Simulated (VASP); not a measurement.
# Pd (Fm-3m) in VASP: notebook

The runs below take Pd through single point, relaxation of cell and atoms, with LDA.

Program: VASP 6.6.1. These are calculated values, not measurements. Logs are shortened: lines on timing, memory, paths and dates and some standing lists are left out, and cuts for length are marked.

### Step 1. The cell of the first run

It takes space group Fm-3m (No. 225, cubic). The conventional cell has a = 3.841 Å, b = 3.841 Å, c = 3.841 Å, α = 90.00°, β = 90.00°, γ = 90.00°. Pd (site symmetry m-3m) has 12 Pd at 2.72 Å within 3.6 Å.

### Step 2. Single point, LDA

File INCAR:

```
PREC = Accurate
ENCUT = 500
EDIFF = 1E-6
ISMEAR = -1
SIGMA = 0.08
LREAL = False
LASPH = True
NELM = 120
ALGO = Normal
ISIF = 2
LWAVE = False
LCHARG = False
NBANDS = 11
GGA_COMPAT = False
```

File KPOINTS:

```
regular mesh
0
Gamma
  19 19 19
```

File POSCAR:

```
Pd
1.0
    0.0000000000      1.9205944173      1.9205944173
    1.9205944173      0.0000000000      1.9205944173
    1.9205944173      1.9205944173      0.0000000000
Pd
1
Direct
    0.0000000000      0.0000000000      0.0000000000
```

Potentials or basis: VASP PAW LDA potentials, release 64 (Pd).

Run with:

```console
$ cat potpaw_LDA.64/Pd/POTCAR > POTCAR
$ mpirun -np 1 vasp_std > vasp.out
```

OUTCAR:

```text
PREC = Accurate
   ENCUT = 500
   EDIFF = 1E-6
   ISMEAR = -1
   LREAL = False
   LASPH = True
   NELM = 120
   ISIF = 2

 ion  position               nearest neighbor table
   1  0.000  0.000  0.000-

  LATTYP: Found a face centered cubic cell.
 ALAT       =     3.8411888346

  Lattice vectors:

 A1 = (   0.0000000000,   1.9205944173,   1.9205944173)
 A2 = (   1.9205944173,   0.0000000000,   1.9205944173)
 A3 = (   1.9205944173,   1.9205944173,   0.0000000000)

Analysis of symmetry for initial positions (statically):
=====================================================================
 Subroutine PRICEL returns:
 Original cell was already a primitive cell.

 Routine SETGRP: Setting up the symmetry group for a
 face centered cubic supercell.

 Subroutine GETGRP returns: Found 48 space group operations
 (whereof 48 operations were pure point group operations)
 out of a pool of 48 trial point group operations.

The static configuration has the point symmetry O_h .

Analysis of symmetry for dynamics (positions and initial velocities):
=====================================================================
 Subroutine PRICEL returns:
 Original cell was already a primitive cell.

 Routine SETGRP: Setting up the symmetry group for a
 face centered cubic supercell.

 Subroutine GETGRP returns: Found 48 space group operations
 (whereof 48 operations were pure point group operations)
 out of a pool of 48 trial point group operations.

The dynamic configuration has the point symmetry O_h .

 Subroutine INISYM returns: Found 48 space group operations
 (whereof 48 operations are pure point group operations),
 and found     1 'primitive' translations

----------------------------------------------------------------------------------------

                                     Primitive cell

  volume of cell :      14.1689

  direct lattice vectors                    reciprocal lattice vectors
     0.000000000  1.920594417  1.920594417    -0.260336069  0.260336069  0.260336069
     1.920594417  0.000000000  1.920594417     0.260336069 -0.260336069  0.260336069
     1.920594417  1.920594417  0.000000000     0.260336069  0.260336069 -0.260336069

  length of vectors
     2.716130673  2.716130673  2.716130673     0.450915298  0.450915298  0.450915298

  position of ions in fractional coordinates (direct lattice)
     0.000000000  0.000000000  0.000000000

  ion indices of the primitive-cell ions
   primitive index   ion index
                 1           1

----------------------------------------------------------------------------------------

 KPOINTS: regular mesh

Automatic generation of k-mesh.
 Grid dimensions read from file:
 generate k-points for:   19   19   19

 Generating k-lattice:

  Cartesian coordinates                     Fractional coordinates (reciprocal lattice)
    -0.013701898  0.013701898  0.013701898     0.052631579  0.000000000  0.000000000
     0.013701898 -0.013701898  0.013701898     0.000000000  0.052631579  0.000000000
     0.013701898  0.013701898 -0.013701898     0.000000000  0.000000000  0.052631579

  Length of vectors
     0.023732384  0.023732384  0.023732384

  Shift w.r.t. Gamma in fractional coordinates (k-lattice)
     0.000000000  0.000000000  0.000000000

 Subroutine IBZKPT returns following result:
 ===========================================

 Found    220 irreducible k-points:

 Following reciprocal coordinates:
            Coordinates               Weight
  0.000000  0.000000  0.000000      1.000000
  0.052632  0.000000  0.000000      8.000000
  0.105263  0.000000  0.000000      8.000000
  0.157895  0.000000  0.000000      8.000000
  0.210526  0.000000  0.000000      8.000000
  0.263158  0.000000  0.000000      8.000000
[... 16 lines left out ...]
 -0.315789  0.052632  0.000000     24.000000
 -0.263158  0.052632  0.000000     24.000000
 [... further k-points ...]
   k-points           NKPTS =    220   k-points in BZ     NKDIM =    220   number of bands    NBANDS=     11
   number of dos      NEDOS =    301   number of ions     NIONS =      1
   total plane-waves  NPLWV =   8000
   dimension x,y,z NGX =    20 NGY =   20 NGZ =   20
   dimension x,y,z NGXF=    40 NGYF=   40 NGZF=   40
   ions per type =               1
   NGX,Y,Z   is equivalent  to a cutoff of  12.24, 12.24, 12.24 a.u.
   NGXF,Y,Z  is equivalent  to a cutoff of  24.48, 24.48, 24.48 a.u.
 SYSTEM =  unknown system
   PREC   = accura    normal or accurate (medium, high low for compatibility)
   ISTART =      0    job   : 0-new  1-cont  2-samecut
   ICHARG =      2    charge: 1-file 2-atom 10-const
   ISPIN  =      1    spin polarized calculation?
   LNONCOLLINEAR =      F non collinear calculations
   LSORBIT =      F    spin-orbit coupling
   LASPH  =      T    aspherical Exc in radial PAW
   ENCUT  =  500.0 eV  36.75 Ry    6.06 a.u.   4.95  4.95  4.95*2*pi/ulx,y,z
   NELM   =    120;   NELMIN=  2; NELMDL= -5     # of ELM steps
   EDIFF  = 0.1E-05   stopping-criterion for ELM
   LREAL  =      F    real-space projection
   EDIFFG = 0.1E-04   stopping-criterion for IOM
   NSW    =      0    number of steps for IOM
   IBRION =     -1    ionic relax: 0-MD 1-quasi-New 2-CG
   NFREE  =      0    steps in history (QN), initial steepest desc. (CG)
   ISIF   =      2    stress and relaxation
   ISYM   =      2    0-nonsym 1-usesym 2-fastsym
   POTIM  = 0.5000    time-step for ionic-motion
   TEBEG  =    0.0;   TEEND  =   0.0 temperature during run
   PSTRESS=    0.0 pullay stress
   NELECT =      10.0000    total number of electrons
   NUPDOWN=      -1.0000    fix difference up-down
   EMIN   =  10.00;   EMAX   =-10.00  energy-range for DOS
   EFERMI =   0.00;   METHOD = LEGACY
   ISMEAR =    -1;   SIGMA  =   0.08  broadening in eV -4-tet -1-fermi 0-gaus
   EFERMI_NEDOS =   21; number of points for ismear=-14 and -15
   IALGO  =     38    algorithm
   IMIX   =      4    mixing-type and parameters
     AMIX     =   0.40;   BMIX     =  1.00
     AMIX_MAG =   1.60;   BMIX_MAG =  1.00
  volume/ion in A,a.u.               =      14.17        95.62
  Fermi-wavevector in a.u.,A,eV,Ry     =   1.457569  2.754406 28.905684  2.124508
  Thomas-Fermi vector in A             =   2.574355
   LORBIT       =      0    0 simple, 1 ext, 2 COOP (PROOUT), +10 PAW based schemes
   GGA     = CA    functional components
   LHFCALC =     F    Hartree Fock is set to
   AEXX    =    0.0000 exact exchange contribution
   IVDW    =     0    specifies the selected vdW correction
   LEPSILON=     F    determine dielectric tensor
   LRPA    =     F    only Hartree local field effects (RPA)
 non-spin polarized calculation
  energy-cutoff  :      500.00
  volume of cell :       14.17
 maximum number of plane-waves:       369
   NGX =  9   NGY =  9   NGZ =  9

 number of electron      10.0000005 magnetization

 Free energy of the ion-electron system (eV)
  ---------------------------------------------------
  ext. energy  EPLUGINS =         0.00000000
  ---------------------------------------------------
  free energy    TOTEN  =        -6.51496938 eV

  energy without entropy =       -6.47173528  energy(sigma->0) =       -6.49335233

 E-fermi :  10.3265     XC(G=0): -13.7639

 val. band max:       10.3219670096   @ k =   0.4211   0.4211   0.0000
 cond. band min:      10.3373153535   @ k =  -0.3684   0.4211   0.0526
 fundamental gap:      0.0153483439
 Fermi energy:        10.3264556520

 k-point     1 :       0.0000    0.0000    0.0000
  band No.  band energies     occupation
      1       2.7427      2.00000
      2       7.2399      2.00000
      3       7.2399      2.00000
      4       7.2399      2.00000
      5       8.9949      2.00000
      6       8.9949      2.00000
      7      27.4359      0.00000
      8      32.3858      0.00000
      9      32.3858      0.00000
     10      32.3858      0.00000
     11      35.9304      0.00000

 k-point     2 :       0.0526    0.0000    0.0000
  band No.  band energies     occupation
      1       2.8475      2.00000
      2       7.2004      2.00000
      3       7.2777      2.00000
      4       7.2777      2.00000
      5       8.9758      2.00000
      6       8.9758      2.00000
      7      27.5591      0.00000
      8      31.7094      0.00000
      9      32.5153      0.00000
     10      32.5153      0.00000
     11      35.9495      0.00000

 k-point     3 :       0.1053    0.0000    0.0000
  band No.  band energies     occupation
      1       3.1513      2.00000
      2       7.0996      2.00000
      3       7.3784      2.00000
      4       7.3784      2.00000
      5       8.9336      2.00000
      6       8.9336      2.00000
      7      27.8640      0.00000
      8      30.2808      0.00000
      9      32.8872      0.00000
     10      32.8872      0.00000
     11      35.9640      0.00000

 k-point     4 :       0.1579    0.0000    0.0000
  band No.  band energies     occupation
      1       3.6149      2.00000
      2       6.9949      2.00000
      3       7.4986      2.00000
      4       7.4986      2.00000
      5       8.9159      2.00000
      6       8.9159      2.00000
      7      27.9122      0.00000
      8      28.9276      0.00000
      9      33.4467      0.00000
     10      33.4467      0.00000
     11      36.0115      0.00000
[... 239 lines left out ...]
 k-point    22 :      -0.3684    0.0526    0.0000
  band No.  band energies     occupation
      1       4.7788      2.00000
      2       7.2687      2.00000
      3       7.3522      2.00000
      4       8.9778      2.00000
      5       9.7895      1.99757
      6      10.6404      0.03873
      7      20.2275      0.00000
      8      27.3687      0.00000
      9      31.4504      0.00000
     10      32.9977      0.00000
     11      35.9527      0.00000

 k-point    23 :      -0.3158    0.0526    0.0000
  band No.  band energies     occupation
      1       4.8165      2.00000
      2       7.3780      2.00000
      3       7.4580      2.00000
      4       8.1361      2.00000
      5       9.4307      1.99997
      6      10.0962      1.89347
      7      22.0853      0.00000
      8      27.8463      0.00000
      9      32.0399      0.00000
     10      34.2792      0.00000
     11      35.9327      0.00000

 k-point    24 :      -0.2632    0.0526    0.0000
  band No.  band energies     occupation
      1       4.7273      2.00000
      2       7.3085      2.00000
      3       7.5629      2.00000
      4       7.5681      2.00000
      5       9.0786      2.00000
      6       9.6664      1.99948
      7      24.0353      0.00000
      8      28.3575      0.00000
      9      32.6778      0.00000
     10      35.4969      0.00000
     11      35.7425      0.00000

 [... further k-points ...]

------------------------ aborting loop because EDIFF is reached ----------------------------------------

  FORCE on cell =-STRESS in cart. coord.  units (eV):
  Direction    XX          YY          ZZ          XY          YZ          ZX
  --------------------------------------------------------------------------------------
  -------------------------------------------------------------------------------------
  Total        0.0297027      0.0297027      0.0297027      0.0000000      0.0000000     -0.0000000
  in kB        3.3586861      3.3586861      3.3586861      0.0000000      0.0000000     -0.0000000
  external PRESSURE =       3.3586861 kB  Pullay stress =       0.0000000 kB

 VOLUME and BASIS-vectors are now :
 -----------------------------------------------------------------------------
  energy-cutoff  :      500.00
  volume of cell :       14.17
      direct lattice vectors                 reciprocal lattice vectors
     0.000000000  1.920594417  1.920594417    -0.260336069  0.260336069  0.260336069
     1.920594417  0.000000000  1.920594417     0.260336069 -0.260336069  0.260336069
     1.920594417  1.920594417  0.000000000     0.260336069  0.260336069 -0.260336069

 POSITION                                       TOTAL-FORCE (eV/Angst)
 -----------------------------------------------------------------------------------
      0.00000      0.00000      0.00000         0.000000      0.000000     -0.000000
 -----------------------------------------------------------------------------------
    total drift:                                0.000000     -0.000000     -0.000000

  FREE ENERGIE OF THE ION-ELECTRON SYSTEM (eV)
  ---------------------------------------------------
  free  energy   TOTEN  =        -6.5149693839 eV

  energy  without entropy=       -6.4717352791  energy(sigma->0) =       -6.49335233
```

It took 31 s on 1 thread of Intel Xeon 8259CL, shared host; peak memory 0.15 GiB.

What came out:

```
Free energy            : -6.5150 eV
Pressure               : 0.3 GPa
Band gap on the k mesh : zero (band 5 reaches 10.60 eV, above the bottom of band 6 at 8.92 eV)
```

Levels at points of the mesh, in eV from the Fermi level:
| k point | band 2 | band 3 | band 4 | band 5 | band 6 | band 7 | band 8 | band 9 |
| --- | --- | --- | --- | --- | --- | --- | --- | --- |
| (0.00, 0.00, 0.00) | -3.09 | -3.09 | -3.09 | -1.33 | -1.33 | 17.11 | 22.06 | 22.06 |

### Step 3. Single point, LDA

File INCAR:

```
SYSTEM = Pd
  ALGO = Normal
  EDIFF = 1E-6
  ENCUT = 500
  GGA_COMPAT = .FALSE.
  ISIF = 2
  ISMEAR = -1
  LASPH = .TRUE.
  LCHARG = .FALSE.
  LREAL = .FALSE.
  LWAVE = .FALSE.
  NBANDS = 11
  NELM = 120
  PREC = Accurate
  SIGMA = 0.08
```

File KPOINTS:

```
k-points
0
G
  19 19 19
  0 0 0
```

POSCAR is that of step 2.

Potentials or basis: VASP PAW LDA potentials, release 64 (Pd).

Run with:

```console
$ cat potpaw_LDA.64/Pd/POTCAR > POTCAR
$ mpirun -np 1 vasp_std > vasp.out
```

It took 34 s on 1 thread of Intel Xeon 8259CL, shared host; peak memory 0.14 GiB.

It converged, with:

```
Free energy            : -6.5150 eV
Pressure               : 0.3 GPa
Band gap on the k mesh : zero (band 5 reaches 10.60 eV, above the bottom of band 6 at 8.92 eV)
```

Levels at points of the mesh, in eV from the Fermi level:
```
           k point  band 3  band 4  band 5  band 6  band 7  band 8
(0.00, 0.00, 0.00)   -3.09   -3.09   -1.33   -1.33   17.11   22.06
```

### Step 4. Relaxation of cell and atoms, LDA

This run uses another cell than the first one, of 14.21 Å³/atom, 1.003 times its volume.

File INCAR:

```
PREC = Accurate
ENCUT = 500
EDIFF = 1E-7
ISMEAR = -1
SIGMA = 0.08
LREAL = F
LASPH = T
NELM = 120
ALGO = Normal
ISIF = 3
LWAVE = F
LCHARG = F
GGA = CA
IBRION = 2
NSW = 60
EDIFFG = -0.005
GGA_COMPAT = F
NELMIN = 4
```

File KPOINTS:

```
regular mesh
0
Gamma
  19 19 19
```

File POSCAR:

```
Pd
1.0
    0.0000000000      1.9224484100      1.9224484100
    1.9224484100      0.0000000000      1.9224484100
    1.9224484100      1.9224484100      0.0000000000
Pd
1
Direct
    0.0000000000      0.0000000000      0.0000000000
```

Potentials or basis: VASP PAW LDA potentials, release 64 (Pd).

Run with:

```console
$ cat potpaw_LDA.64/Pd/POTCAR > POTCAR
$ mpirun -np 1 vasp_std > vasp.out
```

OUTCAR:

```text
PREC = Accurate
   ENCUT = 500
   EDIFF = 1E-7
   ISMEAR = -1
   LREAL = F
   LASPH = T
   NELM = 120
   ISIF = 3
   GGA = CA
   IBRION = 2
   NSW = 60
   EDIFFG = -0.005
   NELMIN = 4

 ion  position               nearest neighbor table
   1  0.000  0.000  0.000-

  LATTYP: Found a face centered cubic cell.
 ALAT       =     3.8448968200

  Lattice vectors:

 A1 = (   0.0000000000,   1.9224484100,   1.9224484100)
 A2 = (   1.9224484100,   0.0000000000,   1.9224484100)
 A3 = (   1.9224484100,   1.9224484100,   0.0000000000)

Analysis of symmetry for initial positions (statically):
=====================================================================
 Subroutine PRICEL returns:
 Original cell was already a primitive cell.

 Routine SETGRP: Setting up the symmetry group for a
 face centered cubic supercell.

[... 250 lines left out ...]

 k-point     1 :       0.0000    0.0000    0.0000
  band No.  band energies     occupation
      1       2.7283      2.00000
      2       7.2210      2.00000
      3       7.2210      2.00000
      4       7.2210      2.00000
      5       8.9719      2.00000
      6       8.9719      2.00000
      7      27.4099      0.00000
      8      32.3514      0.00000
      9      32.3514      0.00000
[... 265 lines left out ...]
 k-point    24 :      -0.2632    0.0526    0.0000
  band No.  band energies     occupation
      1       4.7117      2.00000
      2       7.2893      2.00000
      3       7.5433      2.00000
      4       7.5485      2.00000
      5       9.0556      2.00000
      6       9.6419      1.99947
      7      23.9967      0.00000
      8      28.3271      0.00000
      9      32.6328      0.00000

 [... further k-points ...]

------------------------ aborting loop because EDIFF is reached ----------------------------------------

  FORCE on cell =-STRESS in cart. coord.  units (eV):
  Direction    XX          YY          ZZ          XY          YZ          ZX
  --------------------------------------------------------------------------------------
  -------------------------------------------------------------------------------------
  Total        0.0004576      0.0004576      0.0004576     -0.0000000     -0.0000000      0.0000000
  in kB        0.0516719      0.0516719      0.0516719     -0.0000000     -0.0000000      0.0000000
  external PRESSURE =       0.0516719 kB  Pullay stress =       0.0000000 kB
[... 16 lines left out ...]
  FREE ENERGIE OF THE ION-ELECTRON SYSTEM (eV)
  ---------------------------------------------------
  free  energy   TOTEN  =        -6.5150048032 eV

  energy  without entropy=       -6.4717073489  energy(sigma->0) =       -6.49335608

 reached required accuracy - stopping structural energy minimisation
```

Run time: 58 s. Hardware: 1 thread of Intel Xeon 8259CL, shared host; peak memory 0.15 GiB.

What came out:

```yaml
Free_energy: -6.5150 eV
Relaxed_volume: 14.19 Å³/atom
Relaxed_cell: a = 2.717 Å, b = 2.717 Å, c = 2.717 Å, α = 60.00°, β = 60.00°, γ = 60.00°
Space_group_after_relaxing_to_0.05_Å: Fm-3m (No. 225)
Energy_gained_by_relaxing: 0.0 meV/atom
Ionic_steps: 3
Pressure_after_relaxing: 0.0 GPa
Band_gap_on_the_k_mesh: zero (band 5 reaches 10.57 eV, above the bottom of band 6 at 8.89 eV)
```

Final structure:
```cif
data_structure
_symmetry_space_group_name_H-M 'P 1'
_symmetry_Int_Tables_number 1
_cell_length_a 2.7174
_cell_length_b 2.7174
_cell_length_c 2.7174
_cell_angle_alpha 60.000
_cell_angle_beta 60.000
_cell_angle_gamma 60.000
_cell_volume 14.19
loop_
_atom_site_label
_atom_site_type_symbol
_atom_site_fract_x
_atom_site_fract_y
_atom_site_fract_z
_atom_site_occupancy
Pd1 Pd 0.00000 0.00000 0.00000 1
```
